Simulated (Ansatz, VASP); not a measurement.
## Pd in VASP and in Ansatz

File INCAR:

```
SYSTEM = Pd
  PREC = Accurate
  ENCUT = 520
  EDIFF = 1E-7
  ISMEAR = 0
  SIGMA = 0.15
  LREAL = .FALSE.
  LASPH = .TRUE.
  NELM = 80
  ALGO = Fast
  ISIF = 2
  LWAVE = .FALSE.
  LCHARG = .FALSE.
  GGA = PE
  NBANDS = 11
```

The input KPOINTS:

```
regular mesh
0
G
  8 8 8
  0 0 0
```

The input POSCAR:

```
Pd
1.0
    0.0000000000      1.9449000000      2.0421450000
    1.9449000000      0.0000000000      2.0421450000
    1.9449000000      1.9449000000      0.0000000000
Pd
1
Direct
    0.0000000000      0.0000000000      0.0000000000
```

Input for Ansatz:

```yaml
crystal:
  lattice:
    - [0.0, 1.9449, 2.042145]
    - [1.9449, 0.0, 2.042145]
    - [1.9449, 1.9449, 0.0]
  atoms:
    - { symbol: Pd, position: [0.0, 0.0, 0.0] }
basis:
  ecutwfc: 420
kpoints:
  mp_grid: { grid: [8, 8, 8] }
hamiltonian:
  xc: pbe
scf:
  occupations: { method: gaussian, width: 0.15 }
output:
  forces: true
  stress: true
  eigenvalues: true
```

Change from the starting cell: strain +0.000 along x and y, +0.050 along z, atoms carried along.

Alike in both runs: task single point; functional PBE; k mesh 8 × 8 × 8; occupations gaussian, width 0.15 eV; no spin polarisation.

|  | VASP | Ansatz |
| --- | --- | --- |
| version | VASP 6.6.1 | Ansatz 0.2.0 |
| potentials or method | VASP PAW PBE potentials, release 64 (Pd), cutoff 520 eV | scalar-relativistic, plane waves, PAW |
| valence electrons in the cell | 10 | 18 |

```tsv
	VASP	Ansatz	Ansatz less VASP
gap on the k mesh at the Fermi level (eV)	none	none	-
pressure (GPa)	-0.7	-0.5	+0.25
traceless stress, the component that is largest in VASP (GPa)	-1.86	-1.87	-0.015
```

A gap of «none» marks a metal or a gap that the smearing closes. VASP's potentials hold 10 valence electrons a cell and Ansatz's 18, so a difference there can come from the potentials and not from the codes.
